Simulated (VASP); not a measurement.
# LiF (Fm-3m) in VASP: further runs, part 2 of 2

VASP 6.6.1. Earlier steps stand in the parts before.

### Step 4. Single point, PBE (strain -3.0%)

File INCAR:

```
SYSTEM = LiF
  ALGO = Normal
  EDIFF = 1E-7
  ENCUT = 520
  GGA = PE
  ISIF = 2
  ISMEAR = 0
  LASPH = .True.
  LCHARG = .True.
  LELF = .True.
  LREAL = .False.
  LVHAR = .True.
  LWAVE = .False.
  NBANDS = 12
  NELM = 80
  PREC = Accurate
  SIGMA = 0.01
```

File KPOINTS:

```
k-points
0
Gamma
  6 6 6
  0 0 0
```

File POSCAR:

```
LiF
1.0
    0.0000000000      1.9350255854      1.9350255854
    1.9350255854      0.0000000000      1.9350255854
    1.9350255854      1.9350255854      0.0000000000
Li F
1 1
Direct
    0.0000000000      0.0000000000      0.0000000000
    0.5000000000      0.5000000000      0.5000000000
```

Potentials or basis: VASP PAW PBE potentials, release 64 (Li_sv, F).

The run is started by

```console
$ cat potpaw_PBE.64/Li_sv/POTCAR potpaw_PBE.64/F/POTCAR > POTCAR
$ mpirun -np 1 vasp_std > vasp.out
```

OUTCAR:

```text
SYSTEM = LiF
   EDIFF = 1E-7
   ENCUT = 520
   GGA = PE
   ISIF = 2
   ISMEAR = 0
   LASPH = .True.
   LREAL = .False.
   NELM = 80
   PREC = Accurate

 ion  position               nearest neighbor table
   1  0.000  0.000  0.000-   2 1.94   2 1.94   2 1.94   2 1.94   2 1.94   2 1.94
   2  0.500  0.500  0.500-   1 1.94   1 1.94   1 1.94   1 1.94   1 1.94   1 1.94

  LATTYP: Found a face centered cubic cell.
 ALAT       =     3.8700511708

  Lattice vectors:

 A1 = (   0.0000000000,   1.9350255854,   1.9350255854)
 A2 = (   1.9350255854,   0.0000000000,   1.9350255854)
 A3 = (   1.9350255854,   1.9350255854,   0.0000000000)

Analysis of symmetry for initial positions (statically):
=====================================================================
 Subroutine PRICEL returns:
 Original cell was already a primitive cell.

 Routine SETGRP: Setting up the symmetry group for a
 face centered cubic supercell.

 Subroutine GETGRP returns: Found 48 space group operations
 (whereof 48 operations were pure point group operations)
 out of a pool of 48 trial point group operations.

[... 166 lines left out ...]
      3      -0.2309      2.00000
      4      -0.2309      2.00000
      5      -0.2309      2.00000
      6      10.0138      0.00000
      7      25.2934      0.00000
      8      25.2934      0.00000
      9      25.2934      0.00000
     10      25.3619      0.00000
     11      25.3619      0.00000
     12      25.3619      0.00000
[... 211 lines left out ...]
 k-point    16 :      -0.3333    0.5000    0.1667
  band No.  band energies     occupation
      1     -40.8037      2.00000
      2     -19.6984      2.00000
      3      -3.2701      2.00000
      4      -2.0947      2.00000
      5      -1.2182      2.00000
      6      15.7491      0.00000
      7      16.0657      0.00000
      8      18.4947      0.00000
      9      20.8397      0.00000
     10      25.1915      0.00000
     11      33.3363      0.00000
     12      36.4398      0.00000

------------------------ aborting loop because EDIFF is reached ----------------------------------------

  FORCE on cell =-STRESS in cart. coord.  units (eV):
  Direction    XX          YY          ZZ          XY          YZ          ZX
  --------------------------------------------------------------------------------------
  -------------------------------------------------------------------------------------
  Total        1.2067628      1.2067628      1.2067628      0.0000000      0.0000000     -0.0000000
  in kB      133.4265842    133.4265842    133.4265842      0.0000000      0.0000000     -0.0000000
  external PRESSURE =     133.4265842 kB  Pullay stress =       0.0000000 kB

 VOLUME and BASIS-vectors are now :
 -----------------------------------------------------------------------------
  energy-cutoff  :      520.00
  volume of cell :       14.49
      direct lattice vectors                 reciprocal lattice vectors
     0.000000000  1.935025585  1.935025585    -0.258394516  0.258394516  0.258394516
     1.935025585  0.000000000  1.935025585     0.258394516 -0.258394516  0.258394516
     1.935025585  1.935025585  0.000000000     0.258394516  0.258394516 -0.258394516

 POSITION                                       TOTAL-FORCE (eV/Angst)
 -----------------------------------------------------------------------------------
      0.00000      0.00000      0.00000        -0.000000     -0.000000     -0.000000
      1.93503      1.93503      1.93503         0.000000      0.000000      0.000000
 -----------------------------------------------------------------------------------
    total drift:                                0.000000      0.000000      0.000000

  FREE ENERGIE OF THE ION-ELECTRON SYSTEM (eV)
  ---------------------------------------------------
  free  energy   TOTEN  =        -9.5514052407 eV

  energy  without entropy=       -9.5514052407  energy(sigma->0) =       -9.55140524
```

It took 2.4 s on 1 thread of AMD EPYC 9R45 (Zen 5), shared host; peak memory 0.09 GiB.

Results:

- Free energy: -9.5514 eV
- Band gap on the k mesh: 10.24 eV

Caveat: the k points lie up to 0.47 Å⁻¹ apart; the cell differs from its parent crystal (strain -3.0%); the cutoff is under 1.25 times the usual one of these potentials, so pressure, stress and relaxed cells hold a basis-set (Pulay) error.

### Step 5. Single point, PBE (strain -2.0%)

File INCAR:

```
SYSTEM = LiF
ALGO = Normal ; EDIFF = 1E-7
ENCUT = 520 ; GGA = PE
ISIF = 2 ; ISMEAR = 0
LASPH = .True. ; LCHARG = .False.
LREAL = .False. ; LWAVE = .False.
NBANDS = 12 ; NELM = 60
PREC = Accurate ; SIGMA = 0.01
```

KPOINTS is that of step 4.

File POSCAR:

```
LiF
1.0
    0.0000000000      1.9549743028      1.9549743028
    1.9549743028      0.0000000000      1.9549743028
    1.9549743028      1.9549743028      0.0000000000
Li F
1 1
Direct
    0.0000000000      0.0000000000      0.0000000000
    0.5000000000      0.5000000000      0.5000000000
```

The run is started by

```console
$ cat potpaw_PBE.64/Li_sv/POTCAR potpaw_PBE.64/F/POTCAR > POTCAR
$ mpirun -np 1 vasp_std > vasp.out
```

Run time: 3 s. Hardware: 1 thread of AMD EPYC 9R45 (Zen 5), shared host; peak memory 0.1 GiB.

The run converged. Its results:

```yaml
Free_energy: -9.5856 eV
Band_gap_on_the_k_mesh: 9.93 eV
```

Levels at points of the mesh, in eV from the valence-band top:
| k point | band 2 | band 3 | band 4 | band 5 | band 6 | band 7 | band 8 | band 9 |
| --- | --- | --- | --- | --- | --- | --- | --- | --- |
| (0.00, 0.00, 0.00) | -20.23 | 0.00 | 0.00 | 0.00 | 9.93 | 25.17 | 25.17 | 25.17 |
| (0.50, 0.00, 0.00) | -19.73 | -2.80 | -0.26 | -0.26 | 11.25 | 17.83 | 19.61 | 19.61 |
| (0.50, 0.50, 0.00) | -19.39 | -3.41 | -1.14 | -1.14 | 15.68 | 16.89 | 18.58 | 21.32 |

Caveat: the k points lie up to 0.46 Å⁻¹ apart; the cell differs from its parent crystal (strain -2.0%); the cutoff is under 1.25 times the usual one of these potentials, so pressure, stress and relaxed cells hold a basis-set (Pulay) error.

### Step 6. Summary

| cell | gap on the mesh (eV) |
| --- | --- |
| a = 2.821 Å, angles 60.0°, 2 atoms | 9.35 |
| a = 2.708 Å, angles 60.0°, 2 atoms | 10.57 |
| a = 2.737 Å, angles 60.0°, 2 atoms | 10.24 |
| a = 2.765 Å, angles 60.0°, 2 atoms | 9.93 |

Alike in all rows: task single point; level PBE; potentials or basis VASP PAW PBE potentials, release 64 (Li_sv, F); no spin polarisation; k mesh 6 × 6 × 6; cutoff (eV) 520; smearing gaussian 0.01 eV.

Caveats: all runs use coarse meshes; the cutoff is under 1.25 times the usual one of these potentials, so pressure, stress and relaxed cells hold a basis-set (Pulay) error.

Total energies depend on the potentials used, so only differences within one code and one set of settings carry meaning.
